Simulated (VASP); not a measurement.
Runs of VASP 6.6.1 on Al. The structure is that of space group Im-3m (No. 229), or close to it. The cells are those of the table. 

```tsv
task	cell	cutoff (eV)	k mesh for the DOS	occupations for the DOS	gap on the mesh (eV)	pressure (GPa)
relaxation of cell and atoms	relaxed from a = 2.738 Å, angles 109.5°, 1 atom	600	-	-	none	0.0
single point	a = 2.606 Å, angles 109.5°, 1 atom	520	-	-	none	19.1
single point	a = 2.116 Å, angles 109.5°, 1 atom	520	-	-	none	(a)
single point	a = 2.428 Å, angles 109.5°, 1 atom	520	-	-	none	65.6
```

Alike in all rows: level LDA; potentials or basis VASP PAW LDA potentials, release 64 (Al); no spin polarisation; k mesh 19 × 19 × 19; smearing fermi-dirac 0.08 eV.

Problem. Estimate the missing entries.

Solution. (a) 314.3.

A gap of «none» marks levels without a gap at the run's occupations.
